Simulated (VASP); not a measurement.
The system is LiCl.

```
Li Cl
1.0
     0.00000    2.55604    2.60716
     2.55604    0.00000    2.60716
     2.55604    2.55604    0.00000
Li Cl
1 1
Cartesian
  0.0000 0.0000 0.0000
  2.5560 2.5560 2.6072
```

This cell differs from its parent crystal: uniaxial z strain +2.0%.

Base run:

- Program: VASP 6.6.1
- Functional: PBE
- Potentials or basis: VASP PAW PBE potentials, release 64 (Li_sv, Cl)
- Cutoff: 520 eV
- k mesh: 6 × 6 × 6
- Occupations: gaussian, width 0.01 eV
- Spin: no spin polarisation

Its results: band gap on the k mesh 6.25 eV, direct.

Q: The run is repeated on the same cell with these changes: functional from PBE to r2SCAN; k mesh from 6 × 6 × 6 to 8 × 8 × 8. What comes out?

A: Band gap on the k mesh 7.20 eV, direct.

Several settings changed at once, so the effect can't be laid on one alone.

A k mesh can miss the band edges.
